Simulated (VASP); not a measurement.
Here is a VASP 6.6.1 calculation.

File INCAR:

```
SYSTEM = Al
  PREC = Accurate
  ENCUT = 500
  EDIFF = 1E-6
  ISMEAR = 0
  SIGMA = 0.1
  LREAL = .FALSE.
  LASPH = .TRUE.
  NELM = 120
  ALGO = Normal
  ISIF = 2
  LWAVE = .FALSE.
  LCHARG = .FALSE.
  GGA = PE
  NBANDS = 10
  GGA_COMPAT = .FALSE.
```

The input KPOINTS:

```
regular mesh
0
G
  9 9 6
  0 0 0
```

Contents of POSCAR:

```
Al
1.0
    2.8124553515      0.0000000000      0.0000000000
   -1.4062276757      2.4356577814      0.0000000000
    0.0000000000      0.0000000000      4.8668500000
Al
2
Direct
    0.6666666667      0.3333333333      0.7500000000
    0.3333333333      0.6666666667      0.2500000000
```

Potentials or basis: VASP PAW PBE potentials, release 64 (Al).

Run with:

```bash
$ cat potpaw_PBE.64/Al/POTCAR > POTCAR
$ mpirun -np 1 vasp_std > vasp.out
```

Q: Predict the pressure.

A: 0.1 GPa.

Q: Estimate the band gap on the k mesh.

A: Zero (band 3 reaches 11.21 eV, above the bottom of band 4 at 5.03 eV).

Stress tensor (GPa, compression positive):
```
 0.48  0.00  0.00
 0.00  0.48  0.00
 0.00  0.00 -0.62
```
